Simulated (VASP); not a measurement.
Write the native input for VASP 6.6.1 that does the following.

```
Task                   : single point
Functional             : PBE
Potentials or basis    : VASP PAW PBE potentials, release 64 (Cs_sv, Re_sv_GW)
Cutoff                 : 560 eV
k mesh                 : 6 × 6 × 6
Occupations            : gaussian, width 0.1 eV
Spin                   : no spin polarisation
Dipole correction      : no
Further INCAR settings : ALGO = Normal; EDIFF = 1e-06; NBANDS = 26
```

The structure of CsRe2 lies in POSCAR:

```
CsRe2
1.0
    0.0000000000      3.1156022178      3.1156022178
    3.1156022178      0.0000000000      3.1156022178
    3.1156022178      3.1156022178      0.0000000000
Cs Re
1 2
Direct
    0.0000000000      0.0000000000      0.0000000000
    0.2500000000      0.2500000000      0.2500000000
    0.7500000000      0.7500000000      0.7500000000
```

One way to write it, as run:

INCAR

```
SYSTEM = CsRe2
  PREC = Accurate
  ENCUT = 560
  EDIFF = 1E-6
  ISMEAR = 0
  SIGMA = 0.1
  LREAL = .FALSE.
  LASPH = .TRUE.
  NELM = 120
  ALGO = Normal
  ISIF = 2
  LWAVE = .FALSE.
  LCHARG = .FALSE.
  GGA = PE
  NBANDS = 26
  GGA_COMPAT = .FALSE.
```

KPOINTS

```
Automatic mesh
0
G
  6 6 6
  0 0 0
```

Potentials or basis: VASP PAW PBE potentials, release 64 (Cs_sv, Re_sv_GW).

Run with:

```console
$ cat potpaw_PBE.64/Cs_sv/POTCAR potpaw_PBE.64/Re_sv_GW/POTCAR > POTCAR
$ mpirun -np 1 vasp_std > vasp.out
```

Results of the run:

The pressure is 4.4 GPa and the band gap on the k mesh is zero (an odd number of electrons rules out a gap without spin polarisation).

Caveat: the cell stands under pressure; spin-orbit coupling is left out, which moves the levels of the heavy elements.

It took 15 s on 1 thread of Intel(R) Xeon(R) 6975P-C (Granite Rapids), with other jobs on the host, peak memory 0.21 GiB.
